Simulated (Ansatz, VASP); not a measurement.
**Pd: VASP beside Ansatz**

The input INCAR:

```
SYSTEM = Pd
PREC = Accurate ; ENCUT = 520
EDIFF = 1E-6 ; ISMEAR = 0
SIGMA = 0.15 ; LREAL = .FALSE.
LASPH = .TRUE. ; NELM = 60
ALGO = Normal ; ISIF = 2
LWAVE = .FALSE. ; LCHARG = .FALSE.
GGA = PS ; NBANDS = 11
```

The input KPOINTS:

```
Automatic mesh
0
G
  20 20 20
  0 0 0
```

File POSCAR:

```
Pd
1.0
    0.0000000000      1.9449000000      2.0615940000
    1.9449000000      0.0000000000      2.0615940000
    1.9449000000      1.9449000000      0.0000000000
Pd
1
Direct
    0.0000000000      0.0000000000      0.0000000000
```

Input for Ansatz:

```yaml
crystal:
  lattice:
    - [0.0, 1.9449, 2.061594]
    - [1.9449, 0.0, 2.061594]
    - [1.9449, 1.9449, 0.0]
  atoms:
    - { symbol: Pd, position: [0.0, 0.0, 0.0] }
basis:
  ecutwfc: 420
kpoints:
  mp_grid: { grid: [20, 20, 20] }
hamiltonian:
  xc: pbesol
scf:
  occupations: { method: gaussian, width: 0.15 }
output:
  forces: true
  stress: true
  eigenvalues: true
```

Change from the starting cell: strain +0.0600 x Voigt [0, 0, 1, 0, 0, 0], atoms carried along.

Alike in both runs: task single point; functional PBEsol; k mesh 20 × 20 × 20; occupations gaussian, width 0.15 eV; no spin polarisation.

```csv
,VASP,Ansatz
version,VASP 6.6.1,Ansatz 0.2.0
potentials or method,"VASP PAW PBE potentials, release 64 (Pd), cutoff 520 eV","scalar-relativistic, plane waves, PAW"
valence electrons in the cell,10,18
```

VASP gave:

* gap on the k mesh at the Fermi level (eV): none
* pressure (GPa): -11.7
* traceless stress, the component that is largest in VASP (GPa): -2.12

Q: Estimate Ansatz's values.

A: gap on the k mesh at the Fermi level (eV): none; pressure (GPa): -11.4; traceless stress, the component that is largest in VASP (GPa): -2.14.

VASP's potentials were made for PBE, not for PBEsol. A gap of «none» marks a metal or a gap that the smearing closes. VASP's potentials hold 10 valence electrons a cell and Ansatz's 18, so a difference there can come from the potentials and not from the codes.
